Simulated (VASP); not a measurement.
# Pb (I4/mmm) in VASP: further runs, part 2 of 2

VASP 6.6.1. The steps go on from the part before.

### Step 3. Single point, LDA (strain +0.000 along x and y, +0.050 along z)

The input, INCAR:

```
SYSTEM = Pb
ALGO     = Fast           ! electronic algorithm
EDIFF    = 1E-6           ! SCF threshold, eV
ENCUT    = 520            ! plane-wave cutoff, eV
GGA      = CA             ! functional
ISIF     = 2              ! what is computed and relaxed
ISMEAR   = 0              ! smearing method
LASPH    = .TRUE.         ! aspherical terms in the spheres
LCHARG   = .FALSE.        ! write CHGCAR
LREAL    = .FALSE.        ! projectors in reciprocal space
LWAVE    = .FALSE.        ! write WAVECAR
NBANDS   = 13             ! bands
NELM     = 100            ! most SCF steps
PREC     = Accurate       ! precision mode
SIGMA    = 0.15           ! smearing width, eV
```

The input, KPOINTS:

```
k-points
0
G
  18 18 18
  0 0 0
```

The input, POSCAR:

```
Pb
1.0
   -1.9796595667      1.9796595667      2.0786425450
    1.9796595667     -1.9796595667      2.0786425450
    1.9796595667      1.9796595667     -2.0786425450
Pb
1
Direct
    0.0000000000      0.0000000000      0.0000000000
```

Potentials or basis: VASP PAW LDA potentials, release 64 (Pb_d).

The run is started by

```sh
> cat potpaw_LDA.64/Pb_d/POTCAR > POTCAR
> mpirun -np 1 vasp_std > vasp.out
```

OUTCAR:

```text
SYSTEM = Pb
   EDIFF = 1E-6
   ENCUT = 520
   GGA = CA
   ISIF = 2
   ISMEAR = 0
   LASPH = .TRUE.
   LREAL = .FALSE.
   NELM = 100
   PREC = Accurate

 ion  position               nearest neighbor table
   1  0.000  0.000  0.000-

  LATTYP: Found a body centered tetragonal cell.
 ALAT       =     3.9593191334
 C/A-ratio  =     1.0500000000

  Lattice vectors:

 A1 = (  -1.9796595667,   1.9796595667,   2.0786425450)
 A2 = (   1.9796595667,  -1.9796595667,   2.0786425450)
 A3 = (   1.9796595667,   1.9796595667,  -2.0786425450)

Analysis of symmetry for initial positions (statically):
=====================================================================
 Subroutine PRICEL returns:
 Original cell was already a primitive cell.

 Routine SETGRP: Setting up the symmetry group for a
 body centered tetragonal supercell.

 Subroutine GETGRP returns: Found 16 space group operations
 (whereof 16 operations were pure point group operations)
 out of a pool of 16 trial point group operations.

The static configuration has the point symmetry D_4h.

Analysis of symmetry for dynamics (positions and initial velocities):
=====================================================================
 Subroutine PRICEL returns:
 Original cell was already a primitive cell.

 Routine SETGRP: Setting up the symmetry group for a
 body centered tetragonal supercell.

 Subroutine GETGRP returns: Found 16 space group operations
 (whereof 16 operations were pure point group operations)
 out of a pool of 16 trial point group operations.

The dynamic configuration has the point symmetry D_4h.

 Subroutine INISYM returns: Found 16 space group operations
 (whereof 16 operations are pure point group operations),
 and found     1 'primitive' translations

[... 113 lines left out ...]
  volume/ion in A,a.u.               =      32.59       219.90
  Fermi-wavevector in a.u.,A,eV,Ry     =   1.235314  2.334404 20.762487  1.526000
  Thomas-Fermi vector in A             =   2.369968
   LORBIT       =      0    0 simple, 1 ext, 2 COOP (PROOUT), +10 PAW based schemes
   GGA     = CA    functional components
   LHFCALC =     F    Hartree Fock is set to
   AEXX    =    0.0000 exact exchange contribution
   IVDW    =     0    specifies the selected vdW correction
   LEPSILON=     F    determine dielectric tensor
   LRPA    =     F    only Hartree local field effects (RPA)
 non-spin polarized calculation
 RMM-DIIS sequential band-by-band and
 Gauss-broadening in eV      SIGMA  =   0.15
  energy-cutoff  :      520.00
  volume of cell :       32.59
 maximum number of plane-waves:       915
 NGX is ok and might be reduce to    28
   NGX = 13   NGY = 13   NGZ = 13

 number of electron      14.0000000 magnetization

 Free energy of the ion-electron system (eV)
  ---------------------------------------------------
  ext. energy  EPLUGINS =         0.00000000
  ---------------------------------------------------
  free energy    TOTEN  =        -4.16616936 eV

  energy without entropy =       -4.15901985  energy(sigma->0) =       -4.16259461

 E-fermi :   6.2071     XC(G=0): -10.1186

 val. band max:        6.1955778906   @ k =   0.3889   0.2222   0.1667
 cond. band min:       6.2167485390   @ k =  -0.2778   0.5000   0.0556
 fundamental gap:      0.0211706484
 Fermi energy:         6.2070511383

 k-point     1 :       0.0000    0.0000    0.0000
  band No.  band energies     occupation
      1     -10.7956      2.00000
      2     -10.7956      2.00000
      3     -10.7726      2.00000
      4     -10.6060      2.00000
      5     -10.5797      2.00000
      6      -5.0790      2.00000
      7      13.0270      0.00000
      8      13.2176      0.00000
      9      13.2176      0.00000
     10      16.9290      0.00000
     11      17.1047      0.00000
     12      17.5140      0.00000
     13      17.5140      0.00000
[... 354 lines left out ...]
  band No.  band energies     occupation
      1     -10.8032      2.00000
      2     -10.7714      2.00000
      3     -10.6806      2.00000
      4     -10.6199      2.00000
      5     -10.5901      2.00000
      6      -4.3282      2.00000
      7       8.5484      0.00000
      8      11.4121      0.00000
      9      12.2309      0.00000
     10      15.3717      0.00000
     11      16.1463      0.00000
     12      16.9443      0.00000
     13      19.3078      0.00000

 [... further k-points ...]
[... 5 lines left out ...]
  --------------------------------------------------------------------------------------
  -------------------------------------------------------------------------------------
  Total       -0.9907730     -0.9907730     -0.8021241      0.0000000      0.0000000      0.0000000
  in kB      -48.7151334    -48.7151334    -39.4394914      0.0000000      0.0000000      0.0000000
  external PRESSURE =     -45.6232528 kB  Pullay stress =       0.0000000 kB

 VOLUME and BASIS-vectors are now :
 -----------------------------------------------------------------------------
  energy-cutoff  :      520.00
  volume of cell :       32.59
      direct lattice vectors                 reciprocal lattice vectors
    -1.979659567  1.979659567  2.078642545     0.000000000  0.252568678  0.240541598
     1.979659567 -1.979659567  2.078642545     0.252568678  0.000000000  0.240541598
     1.979659567  1.979659567 -2.078642545     0.252568678  0.252568678  0.000000000

 POSITION                                       TOTAL-FORCE (eV/Angst)
 -----------------------------------------------------------------------------------
      0.00000      0.00000      0.00000        -0.000000      0.000000     -0.000000
 -----------------------------------------------------------------------------------
    total drift:                               -0.000000     -0.000000     -0.000000

  FREE ENERGIE OF THE ION-ELECTRON SYSTEM (eV)
  ---------------------------------------------------
  free  energy   TOTEN  =        -4.1661693582 eV

  energy  without entropy=       -4.1590198532  energy(sigma->0) =       -4.16259461
```

It took 2.5 min on 1 thread of Intel Xeon 6975P-C, shared host; peak memory 0.3 GiB.

Results:

```
Free energy            : -4.1662 eV
Pressure               : -4.6 GPa
Band gap on the k mesh : zero (band 7 reaches 13.03 eV, above the bottom of band 8 at 4.39 eV)
```

Stress tensor (GPa, compression positive):
```
-4.87  0.00  0.00
 0.00 -4.87  0.00
 0.00  0.00 -3.94
```

Levels at points of the mesh, in eV from the Fermi level:
```tsv
k point	band 3	band 4	band 5	band 6	band 7	band 8	band 9	band 10	band 11	band 12
(0.00, 0.00, 0.00)	-16.98	-16.81	-16.79	-11.29	6.82	7.01	7.01	10.72	10.90	11.31
(0.50, 0.00, 0.00)	-16.83	-16.80	-16.68	-7.92	-3.73	3.39	5.15	7.49	8.95	12.66
(0.50, 0.50, 0.00)	-16.80	-16.79	-16.67	-7.72	-3.61	2.89	4.43	6.87	8.27	14.22
(0.50, 0.50, 0.50)	-16.72	-16.70	-16.70	-5.51	-0.81	-0.04	-0.04	4.44	4.83	16.19
```

Caveat: the cell differs from its parent crystal (strain +0.000 along x and y, +0.050 along z); spin-orbit coupling is left out, which moves the levels of the heavy elements.

### Step 4. Single point, LDA (strain +0.025 along x and y, +0.000 along z)

The input, INCAR:

```
SYSTEM = Pb
ALGO = Fast
EDIFF = 1E-7
ENCUT = 520
ISIF = 2
ISMEAR = 0
LASPH = .TRUE.
LCHARG = .FALSE.
LREAL = .FALSE.
LWAVE = .FALSE.
NBANDS = 13
NELM = 80
PREC = Accurate
SIGMA = 0.15
```

KPOINTS is that of step 3.

The input, POSCAR:

```
Pb
1.0
   -2.0291510559      2.0291510559      1.9796595667
    2.0291510559     -2.0291510559      1.9796595667
    2.0291510559      2.0291510559     -1.9796595667
Pb
1
Direct
    0.0000000000      0.0000000000      0.0000000000
```

The run is started by

```sh
> cat potpaw_LDA.64/Pb_d/POTCAR > POTCAR
> mpirun -np 1 vasp_std > vasp.out
```

It took 2.8 min on 1 thread of Intel Xeon 6975P-C, shared host; peak memory 0.3 GiB.

The run converged. Its results:

- Free energy: -4.1632 eV
- Pressure: -4.6 GPa
- Band gap on the k mesh: zero (band 7 reaches 13.10 eV, above the bottom of band 8 at 4.37 eV)

Stress tensor (GPa, compression positive):
```
-4.46  0.00  0.00
 0.00 -4.46  0.00
 0.00  0.00 -4.96
```

Levels at points of the mesh, in eV from the Fermi level:
```tsv
k point	band 4	band 5	band 6	band 7	band 8	band 9	band 10	band 11
(0.00, 0.00, 0.00)	-16.81	-16.79	-11.28	6.90	6.90	7.04	10.91	10.98
(0.50, 0.00, 0.00)	-16.80	-16.68	-7.82	-3.68	3.12	4.78	7.16	8.59
(0.50, 0.50, 0.00)	-16.81	-16.68	-7.93	-3.73	3.38	5.16	7.48	8.95
(0.50, 0.50, 0.50)	-16.71	-16.70	-5.49	-0.44	-0.44	-0.04	4.49	4.73
```

Caveat: the cell differs from its parent crystal (strain +0.025 along x and y, +0.000 along z); spin-orbit coupling is left out, which moves the levels of the heavy elements.

### Step 5. The runs side by side

```tsv
cell	further INCAR settings	gap on the mesh (eV)	pressure (GPa)
a = 3.458 Å, angles 110.1, 110.1, 108.1°, 1 atom	ALGO = Fast; EDIFF = 1e-06; NBANDS = 13	none	-3.9
a = 3.487 Å, angles 110.8, 110.8, 106.8°, 1 atom	ALGO = Fast; EDIFF = 1e-06; NBANDS = 13	none	-4.6
a = 3.486 Å, angles 108.8, 108.8, 110.8°, 1 atom	ALGO = Fast; EDIFF = 1e-07; NBANDS = 13	none	-4.6
```

Alike in all rows: task single point; level LDA; potentials or basis VASP PAW LDA potentials, release 64 (Pb_d); no spin polarisation; k mesh 18 × 18 × 18; cutoff (eV) 520; smearing gaussian 0.15 eV.

Caveats: spin-orbit coupling is left out, which moves the levels of the heavy elements.

Total energies depend on the potentials used, so only differences within one code and one set of settings carry meaning.
